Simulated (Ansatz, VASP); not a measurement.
# One calculation of KRu4, two programs

Contents of INCAR:

```
PREC = Accurate
ENCUT = 520
EDIFF = 1E-6
ISMEAR = 0
SIGMA = 0.1
LREAL = F
LASPH = T
NELM = 80
ALGO = Normal
ISIF = 2
LWAVE = F
LCHARG = F
GGA = PE
NBANDS = 40
```

File KPOINTS:

```
regular mesh
0
Gamma
  6 6 4
```

Contents of POSCAR:

```
KRu4
1.0
    4.4715549000      0.0000000000      0.0000000000
   -2.2357774500      3.8724801400      0.0000000000
    0.0000000000      0.0000000000      6.0864028400
K Ru
1 4
Direct
    0.0000000000      0.0000000000      0.0000000000
    0.3333333300      0.6666666700      0.0000000000
    0.6666666700      0.3333333300      0.0000000000
    0.3333333300      0.6666666700      0.5000000000
    0.6666666700      0.3333333300      0.5000000000
```

Input for Ansatz:

```yaml
crystal:
  lattice:
    - [4.4715549, 0.0, 0.0]
    - [-2.23577745, 3.87248014, 0.0]
    - [0.0, 0.0, 6.08640284]
  atoms:
    - { symbol: K, position: [0.0, 0.0, 0.0] }
    - { symbol: Ru, position: [0.33333333, 0.66666667, 0.0] }
    - { symbol: Ru, position: [0.66666667, 0.33333333, 0.0] }
    - { symbol: Ru, position: [0.33333333, 0.66666667, 0.5] }
    - { symbol: Ru, position: [0.66666667, 0.33333333, 0.5] }
basis:
  ecutwfc: 420
kpoints:
  mp_grid: { grid: [6, 6, 4] }
hamiltonian:
  xc: pbe
scf:
  occupations: { method: gaussian, width: 0.1 }
  lower_state_search: "off"
output:
  forces: true
  stress: true
  eigenvalues: true
```

Alike in both runs: task single point; functional PBE; k mesh 6 × 6 × 4; occupations gaussian, width 0.1 eV; no spin polarisation.

|  | VASP | Ansatz |
| --- | --- | --- |
| version | VASP 6.6.1 | Ansatz 0.2.0 |
| potentials or method | VASP PAW PBE potentials, release 64 (K_sv, Ru_pv), cutoff 520 eV | scalar-relativistic, plane waves, PAW |
| valence electrons in the cell | 65 | 73 |

```csv
,VASP,Ansatz,Ansatz less VASP
gap on the k mesh at the Fermi level (eV),none,none,-
pressure (GPa),-7.2,-7.6,-0.37
"traceless stress, the component that is largest in VASP (GPa)",-17.88,-17.43,+0.446
```

A gap of «none» marks a metal or a gap that the smearing closes. VASP's potentials hold 65 valence electrons a cell and Ansatz's 73, so a difference there can come from the potentials and not from the codes.
